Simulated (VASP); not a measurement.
# NbAs (I4_1md) in VASP: further runs

NbAs is run at these levels: PBEsol+D3(BJ), PBEsol+D4, PBEsol; tasks: single point.

Everything below comes from runs of VASP 6.6.1. Logs are shortened: lines on timing, memory, paths and dates and some standing lists are left out, and cuts for length are marked.

## Step 1: The cell of the first run

Symmetry: I4_1md, No. 109, tetragonal system. The conventional cell has a = 3.409 Å, b = 3.409 Å, c = 11.418 Å, α = 90.00°, β = 90.00°, γ = 90.00°. Within 3.5 Å of Nb (site symmetry 2mm) lie 6 As at 2.57 to 2.58 Å and 8 Nb at 3.32 to 3.41 Å. Within 3.5 Å of As (site symmetry 2mm) lie 6 Nb at 2.57 to 2.58 Å and 8 As at 3.32 to 3.41 Å.

## Step 2: Single point, PBEsol+D3(BJ)

INCAR

```
PREC = Accurate ; ENCUT = 520
EDIFF = 1E-7 ; ISMEAR = -1
SIGMA = 0.05 ; LREAL = F
LASPH = T ; NELM = 100
ALGO = Normal ; ISIF = 2
LWAVE = F ; LCHARG = T
GGA = PS ; IVDW = 12
LELF = T ; LVHAR = T
NBANDS = 26
```

KPOINTS

```
Automatic mesh
0
Gamma
  11 11 11
```

POSCAR

```
NbAs
1.0
   -1.7042507520      1.7042507520      5.7087747139
    1.7042507520     -1.7042507520      5.7087747139
    1.7042507520      1.7042507520     -5.7087747139
Nb As
2 2
Direct
    0.4984891914     -0.0015108086      0.5000000000
    0.7484891914      0.7484891914      0.0000000000
    0.9175108086      0.4175108086      0.5000000000
    0.1675108086      0.1675108086      0.0000000000
```

Potentials or basis: VASP PAW PBE potentials, release 64 (Nb_sv, As).

Launch:

```bash
cat potpaw_PBE.64/Nb_sv/POTCAR potpaw_PBE.64/As/POTCAR > POTCAR
mpirun -np 1 vasp_std > vasp.out
```

OUTCAR:

```text
PREC = Accurate
   ENCUT = 520
   EDIFF = 1E-7
   ISMEAR = -1
   LREAL = F
   LASPH = T
   NELM = 100
   ISIF = 2
   GGA = PS
   IVDW = 12
 IVDW          = 12

 ion  position               nearest neighbor table
   1  0.498  0.998  0.500-   4 2.57   4 2.57   3 2.58   3 2.58   3 2.58   3 2.58
   2  0.748  0.748  0.000-   3 2.57   3 2.57   4 2.58   4 2.58   4 2.58   4 2.58
   3  0.918  0.418  0.500-   2 2.57   2 2.57   1 2.58   1 2.58   1 2.58   1 2.58
   4  0.168  0.168  0.000-   1 2.57   1 2.57   2 2.58   2 2.58   2 2.58   2 2.58

  LATTYP: Found a body centered tetragonal cell.
 ALAT       =     3.4085015040
 C/A-ratio  =     3.3497269737

  Lattice vectors:

 A1 = (  -1.7042507520,   1.7042507520,   5.7087747139)
 A2 = (   1.7042507520,  -1.7042507520,   5.7087747139)
 A3 = (   1.7042507520,   1.7042507520,  -5.7087747139)

Analysis of symmetry for initial positions (statically):
=====================================================================
 Subroutine PRICEL returns:
 Original cell was already a primitive cell.

 Routine SETGRP: Setting up the symmetry group for a
 body centered tetragonal supercell.

 Subroutine GETGRP returns: Found  8 space group operations
 (whereof  4 operations were pure point group operations)
 out of a pool of 16 trial point group operations.

The static configuration has the point symmetry C_2v.
 The point group associated with its full space group is C_4v.

Analysis of symmetry for dynamics (positions and initial velocities):
=====================================================================
 Subroutine PRICEL returns:
 Original cell was already a primitive cell.

 Routine SETGRP: Setting up the symmetry group for a
 body centered tetragonal supercell.

 Subroutine GETGRP returns: Found  8 space group operations
 (whereof  4 operations were pure point group operations)
 out of a pool of 16 trial point group operations.

The dynamic configuration has the point symmetry C_2v.
 The point group associated with its full space group is C_4v.

 Subroutine INISYM returns: Found  8 space group operations
 (whereof  4 operations are pure point group operations),
 and found     1 'primitive' translations

----------------------------------------------------------------------------------------

                                     Primitive cell

  volume of cell :      66.3239

  direct lattice vectors                    reciprocal lattice vectors
    -1.704250752  1.704250752  5.708774714     0.000000000  0.293384057  0.087584469
     1.704250752 -1.704250752  5.708774714     0.293384057  0.000000000  0.087584469
     1.704250752  1.704250752 -5.708774714     0.293384057  0.293384057  0.000000000

  length of vectors
     6.196696699  6.196696699  6.196696699     0.306178451  0.306178451  0.414907713

  position of ions in fractional coordinates (direct lattice)
     0.498489191  0.998489191  0.500000000
     0.748489191  0.748489191  0.000000000
     0.917510809  0.417510809  0.500000000
     0.167510809  0.167510809  0.000000000

  ion indices of the primitive-cell ions
   primitive index   ion index
                 1           1
                 2           2
                 3           3
                 4           4

----------------------------------------------------------------------------------------

 KPOINTS: Automatic mesh

Automatic generation of k-mesh.
 Grid dimensions read from file:
 generate k-points for:   11   11   11

 Generating k-lattice:

  Cartesian coordinates                     Fractional coordinates (reciprocal lattice)
     0.000000000  0.026671278  0.007962224     0.090909091 -0.000000000  0.000000000
     0.026671278  0.000000000  0.007962224    -0.000000000  0.090909091  0.000000000
     0.026671278  0.026671278  0.000000000     0.000000000  0.000000000  0.090909091

  Length of vectors
     0.027834405  0.027834405  0.037718883

  Shift w.r.t. Gamma in fractional coordinates (k-lattice)
     0.000000000  0.000000000  0.000000000

 Subroutine IBZKPT returns following result:
 ===========================================

 Found    126 irreducible k-points:

 Following reciprocal coordinates:
            Coordinates               Weight
  0.000000  0.000000  0.000000      1.000000
  0.090909  0.000000  0.000000      8.000000
  0.181818  0.000000  0.000000      8.000000
  0.272727  0.000000  0.000000      8.000000
  0.363636  0.000000 -0.000000      8.000000
  0.454545  0.000000  0.000000      8.000000
[... 16 lines left out ...]
 -0.272727  0.181818 -0.000000     16.000000
 -0.181818  0.181818  0.000000      4.000000
 [... further k-points ...]
   k-points           NKPTS =    126   k-points in BZ     NKDIM =    126   number of bands    NBANDS=     26
   number of dos      NEDOS =    301   number of ions     NIONS =      4
   total plane-waves  NPLWV = 110592
   dimension x,y,z NGX =    48 NGY =   48 NGZ =   48
   dimension x,y,z NGXF=    96 NGYF=   96 NGZF=   96
   ions per type =               2   2
   NGX,Y,Z   is equivalent  to a cutoff of  12.88, 12.88, 12.88 a.u.
   NGXF,Y,Z  is equivalent  to a cutoff of  25.76, 25.76, 25.76 a.u.
 SYSTEM =  unknown system
   PREC   = accura    normal or accurate (medium, high low for compatibility)
   ISTART =      0    job   : 0-new  1-cont  2-samecut
   ICHARG =      2    charge: 1-file 2-atom 10-const
   ISPIN  =      1    spin polarized calculation?
   LNONCOLLINEAR =      F non collinear calculations
   LSORBIT =      F    spin-orbit coupling
   LASPH  =      T    aspherical Exc in radial PAW
   ENCUT  =  520.0 eV  38.22 Ry    6.18 a.u.  11.52 11.52 11.52*2*pi/ulx,y,z
   NELM   =    100;   NELMIN=  2; NELMDL= -5     # of ELM steps
   EDIFF  = 0.1E-06   stopping-criterion for ELM
   LREAL  =      F    real-space projection
   EDIFFG = 0.1E-05   stopping-criterion for IOM
   NSW    =      0    number of steps for IOM
   IBRION =     -1    ionic relax: 0-MD 1-quasi-New 2-CG
   NFREE  =      0    steps in history (QN), initial steepest desc. (CG)
   ISIF   =      2    stress and relaxation
   ISYM   =      2    0-nonsym 1-usesym 2-fastsym
   POTIM  = 0.5000    time-step for ionic-motion
   TEBEG  =    0.0;   TEEND  =   0.0 temperature during run
   PSTRESS=    0.0 pullay stress
   NELECT =      36.0000    total number of electrons
   NUPDOWN=      -1.0000    fix difference up-down
   EMIN   =  10.00;   EMAX   =-10.00  energy-range for DOS
   EFERMI =   0.00;   METHOD = LEGACY
   ISMEAR =    -1;   SIGMA  =   0.05  broadening in eV -4-tet -1-fermi 0-gaus
   EFERMI_NEDOS =   21; number of points for ismear=-14 and -15
   IALGO  =     38    algorithm
   IMIX   =      4    mixing-type and parameters
     AMIX     =   0.40;   BMIX     =  1.00
     AMIX_MAG =   1.60;   BMIX_MAG =  1.00
  volume/ion in A,a.u.               =      16.58       111.89
  Fermi-wavevector in a.u.,A,eV,Ry     =   1.335424  2.523585 24.264033  1.783356
  Thomas-Fermi vector in A             =   2.464129
   LORBIT       =      0    0 simple, 1 ext, 2 COOP (PROOUT), +10 PAW based schemes
   GGA     = PS    functional components
   LHFCALC =     F    Hartree Fock is set to
   AEXX    =    0.0000 exact exchange contribution
   IVDW    =    12    specifies the selected vdW correction
   LEPSILON=     F    determine dielectric tensor
   LRPA    =     F    only Hartree local field effects (RPA)
 non-spin polarized calculation
  energy-cutoff  :      520.00
  volume of cell :       66.32
 maximum number of plane-waves:      1809
 NGX is ok and might be reduce to    48
   NGX = 23   NGY = 23   NGZ = 23

 number of electron      36.0000000 magnetization

 Free energy of the ion-electron system (eV)
  ---------------------------------------------------
  ext. energy  EPLUGINS =         0.00000000
  ---------------------------------------------------
  free energy    TOTEN  =       -35.07733122 eV

  energy without entropy =      -35.07158509  energy(sigma->0) =      -35.07445815

 E-fermi :  10.1243     XC(G=0): -12.1996

 val. band max:       10.1068481748   @ k =   0.4545   0.0000   0.0000
 cond. band min:      10.1478204471   @ k =  -0.1818   0.2727   0.1818
 fundamental gap:      0.0409722723
 Fermi energy:        10.1242926890

 k-point     1 :       0.0000    0.0000    0.0000
  band No.  band energies     occupation
      1     -44.7802      2.00000
      2     -44.7420      2.00000
      3     -21.0857      2.00000
      4     -20.9401      2.00000
      5     -20.9401      2.00000
      6     -20.7722      2.00000
[... 18 lines left out ...]
     25      14.2410      0.00000
     26      14.2411      0.00000

 k-point     2 :       0.0909    0.0000    0.0000
  band No.  band energies     occupation
      1     -44.7785      2.00000
      2     -44.7414      2.00000
      3     -21.0788      2.00000
      4     -20.9596      2.00000
      5     -20.9383      2.00000
      6     -20.7914      2.00000
[... 18 lines left out ...]
     25      14.4674      0.00000
     26      14.6095      0.00000

 k-point     3 :       0.1818    0.0000    0.0000
  band No.  band energies     occupation
      1     -44.7737      2.00000
      2     -44.7400      2.00000
      3     -21.0675      2.00000
      4     -21.0037      2.00000
      5     -20.9333      2.00000
      6     -20.8400      2.00000
[... 18 lines left out ...]
     25      14.7854      0.00000
     26      15.4438      0.00000

 k-point     4 :       0.2727    0.0000    0.0000
  band No.  band energies     occupation
      1     -44.7671      2.00000
      2     -44.7384      2.00000
      3     -21.1056      2.00000
      4     -21.0089      2.00000
      5     -20.9267      2.00000
      6     -20.8969      2.00000
[... 18 lines left out ...]
     25      14.8783      0.00000
     26      16.2657      0.00000
[... 496 lines left out ...]
      1     -44.7562      2.00000
      2     -44.7333      2.00000
      3     -21.1527      2.00000
      4     -21.0118      2.00000
      5     -20.9691      2.00000
      6     -20.9230      2.00000
[... 18 lines left out ...]
     25      14.6968      0.00000
     26      16.4764      0.00000

 k-point    23 :      -0.2727    0.1818   -0.0000
  band No.  band energies     occupation
      1     -44.7625      2.00000
      2     -44.7344      2.00000
      3     -21.0933      2.00000
      4     -21.0226      2.00000
      5     -20.9719      2.00000
      6     -20.8914      2.00000
[... 18 lines left out ...]
     25      14.6641      0.00000
     26      16.0469      0.00000

 k-point    24 :      -0.1818    0.1818    0.0000
  band No.  band energies     occupation
      1     -44.7685      2.00000
      2     -44.7366      2.00000
      3     -21.0592      2.00000
      4     -21.0129      2.00000
      5     -20.9790      2.00000
      6     -20.8395      2.00000
[... 18 lines left out ...]
     25      14.1662      0.00000
     26      15.6733      0.00000

 [... further k-points ...]

------------------------ aborting loop because EDIFF is reached ----------------------------------------

 Edisp (eV)   -2.55454

 E8    (eV) :    -1.7422

  FORCE on cell =-STRESS in cart. coord.  units (eV):
  Direction    XX          YY          ZZ          XY          YZ          ZX
  --------------------------------------------------------------------------------------
  -------------------------------------------------------------------------------------
  Total       0.11667     0.11667     0.04870     0.00000     0.00000     0.00000
  in kB       2.81849     2.81849     1.17648     0.00000     0.00000     0.00000
  external pressure =        2.27 kB  Pullay stress =        0.00 kB

 VOLUME and BASIS-vectors are now :
 -----------------------------------------------------------------------------
  energy-cutoff  :      520.00
  volume of cell :       66.32
      direct lattice vectors                 reciprocal lattice vectors
    -1.704250752  1.704250752  5.708774714     0.000000000  0.293384057  0.087584469
     1.704250752 -1.704250752  5.708774714     0.293384057  0.000000000  0.087584469
     1.704250752  1.704250752 -5.708774714     0.293384057  0.293384057  0.000000000

 POSITION                                       TOTAL-FORCE (eV/Angst)
 -----------------------------------------------------------------------------------
      1.70425      0.00000      5.69152         0.000000     -0.000000     -0.005467
      0.00000      0.00000      8.54591        -0.000000      0.000000     -0.005467
      0.00000      1.70425      4.76695        -0.000000     -0.000000      0.005467
      0.00000      0.00000      1.91256         0.000000      0.000000      0.005467
 -----------------------------------------------------------------------------------
    total drift:                               -0.000000     -0.000000     -0.000036

  FREE ENERGIE OF THE ION-ELECTRON SYSTEM (eV)
  ---------------------------------------------------
  free  energy   TOTEN  =       -37.6318745961 eV

  energy  without entropy=      -37.6261284639  energy(sigma->0) =      -37.62900153
```

It took 4.3 min on 1 thread of Intel Xeon 6975P-C (Granite Rapids), shared host; peak memory 0.46 GiB.

What came out:

* Free energy: -37.6319 eV
* Pressure: 0.2 GPa
* Largest force: 0.005 eV/Å
* Band gap on the k mesh: 0.04 eV (least direct gap 0.06 eV)
* Dispersion energy per atom: -0.639 eV

Forces in eV/Å, atoms in the order of the input:
```
Nb   0.000  0.000 -0.005
Nb   0.000  0.000 -0.005
As   0.000  0.000  0.005
As   0.000  0.000  0.005
```

Levels at points of the mesh, in eV from the valence-band top:
```csv
k point,band 16,band 17,band 18,band 19,band 20,band 21
"(0.00, 0.00, 0.00)",-1.74,-1.40,-1.40,0.72,1.37,2.67
```

Caveat: the PAW data sets were made with another functional, which shifts forces and pressure a little.

(Part 1 of 3 ends here.)
